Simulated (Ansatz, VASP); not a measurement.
Mg3Te2 in VASP and in Ansatz

```
Mg Te
1.0
     4.00323    0.00000    0.00000
     0.00000    4.00323    0.00000
     0.00000    0.00000    8.00327
Mg Te
3 2
Direct
  0.50000 0.50000 0.21449
  0.50000 0.50000 0.78551
  0.50000 0.50000 0.50000
  0.50000 0.50000 0.00000
  0.00000 0.00000 0.00000
```

Alike in both runs: task single point; functional PBE; k mesh 4 × 4 × 2; occupations gaussian, width 0.1 eV; no spin polarisation.

|  | VASP | Ansatz |
| --- | --- | --- |
| version | VASP 6.6.1 | Ansatz 0.2.0 |
| potentials or method | VASP PAW PBE potentials, release 64 (Mg, Te), cutoff 520 eV | scalar-relativistic, plane waves, PAW |
| valence electrons in the cell | 18 | 62 |

Ansatz gave:

- gap on the k mesh at the Fermi level (eV): none
- rms of the force components (eV/Å): 11.066

Problem. Which values does VASP return?

Solution. gap on the k mesh at the Fermi level (eV): none; rms of the force components (eV/Å): 10.914.

Atom by atom the forces differ by 0.152 eV/Å (rms over components). A gap of «none» marks a metal or a gap that the smearing closes. VASP's potentials hold 18 valence electrons a cell and Ansatz's 62, so a difference there can come from the potentials and not from the codes.

The k mesh is coarse, so the values compare programs but aren't converged. Neither program's run includes spin-orbit coupling.
